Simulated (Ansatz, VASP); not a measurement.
One calculation of CsTaI3, two programs

File INCAR:

```
  PREC = Accurate
  ENCUT = 520
  EDIFF = 1E-6
  ISMEAR = -1
  SIGMA = 0.1
  LREAL = False
  LASPH = True
  NELM = 80
  ALGO = Normal
  ISIF = 2
  LWAVE = False
  LCHARG = True
  GGA = PE
  LELF = True
  LVHAR = True
  NBANDS = 52
  LUSENCCL = False
```

File KPOINTS:

```
regular mesh
0
Gamma
  5 5 5
```

POSCAR

```
CsTaI3
1.0
    4.0743430000      7.0569690000      0.0000000000
   -4.0743430000      7.0569690000      0.0000000000
    0.0000000000      0.0000000000      6.7945840000
Cs I Ta
2 6 2
Direct
    0.3333000000      0.3334000000      0.2500000000
    0.6666000000      0.6667000000      0.7500000000
    0.1690000000      0.6620000000      0.7500000000
    0.3380000000      0.8310000000      0.2500000000
    0.1690000000      0.1690000000      0.7500000000
    0.8310000000      0.3380000000      0.2500000000
    0.6620000000      0.1690000000      0.7500000000
    0.8310000000      0.8310000000      0.2500000000
    0.0000000000      0.0000000000      0.0000000000
    0.0000000000      0.0000000000      0.5000000000
```

Input for Ansatz:

```yaml
crystal:
  lattice:
    - [4.074343, 7.056969, 0.0]
    - [-4.074343, 7.056969, 0.0]
    - [0.0, 0.0, 6.794584]
  atoms:
    - { symbol: Cs, position: [0.3333, 0.3334, 0.25] }
    - { symbol: Cs, position: [0.6666, 0.6667, 0.75] }
    - { symbol: I, position: [0.169, 0.662, 0.75] }
    - { symbol: I, position: [0.338, 0.831, 0.25] }
    - { symbol: I, position: [0.169, 0.169, 0.75] }
    - { symbol: I, position: [0.831, 0.338, 0.25] }
    - { symbol: I, position: [0.662, 0.169, 0.75] }
    - { symbol: I, position: [0.831, 0.831, 0.25] }
    - { symbol: Ta, position: [0.0, 0.0, 0.0] }
    - { symbol: Ta, position: [0.0, 0.0, 0.5] }
  symmetry: { tolerance: 0.0003 }
kpoints:
  mp_grid: { grid: [5, 5, 5], shift: [0, 0, 0] }
  band_path:
    path:
      - [0.0, 0.0, 0.0]
      - [0.5, 0.0, 0.0]
      - [0.66666666, 0.33333333, 0.0]
      - [0.0, 0.0, 0.0]
      - [0.0, 0.0, 0.5]
      - [0.5, 0.0, 0.5]
      - [0.66666666, 0.33333333, 0.5]
      - [0.0, 0.0, 0.5]
      - [0.5, 0.0, 0.5]
      - [0.5, 0.0, 0.0]
      - [0.66666666, 0.33333333, 0.5]
    npoints: 6
magnetization:
  spin_polarized: false
scf:
  occupations: { method: fermi_dirac }
  lower_state_search: "off"
  max_iter: 200
hamiltonian:
  pseudopotentials: { kind: paw }
  xc: pbe
basis:
  ecutwfc: 420
  fft_grid_basis: typed
output:
  forces: true
  stress: true
  eigenvalues: true
  bader: true
  populations: true
  elf: true
  write_potential: true
  volumetric_format: npy
  dos:
    e_range: [-12, 8]
    de: 0.05
    projected: { site_lists: { Cs: [Cs], I: [I], Ta: [Ta] } }
checkpoint:
  read: saved_state
```

Alike in both runs: task single point; functional PBE; k mesh 5 × 5 × 5; no spin polarisation.

```csv
,VASP,Ansatz
version,VASP 6.6.1,Ansatz 0.2.0
potentials or method,"VASP PAW PBE potentials, release 64 (Cs_sv, I, Ta_pv), cutoff 520 eV",PAW plane waves
occupations,"fermi-dirac, width 0.1 eV",fermi-dirac
valence electrons in the cell,82,146
```

VASP gave:

| Property | Result |
| --- | --- |
| pressure (GPa) | -1.4 |
| traceless stress, the component that is largest in VASP (GPa) | -2.52 |
| rms of the force components (eV/Å) | 0.189 |

Which values does Ansatz return?

Pressure (GPa): -1.4; traceless stress, the component that is largest in VASP (GPa): -2.53; rms of the force components (eV/Å): 0.188.

Atom by atom the forces differ by 0.001 eV/Å (rms over components). VASP's potentials hold 82 valence electrons a cell and Ansatz's 146, so a difference there can come from the potentials and not from the codes. Ansatz's warnings: structure snapped to symmetry.

Neither program's run includes spin-orbit coupling.
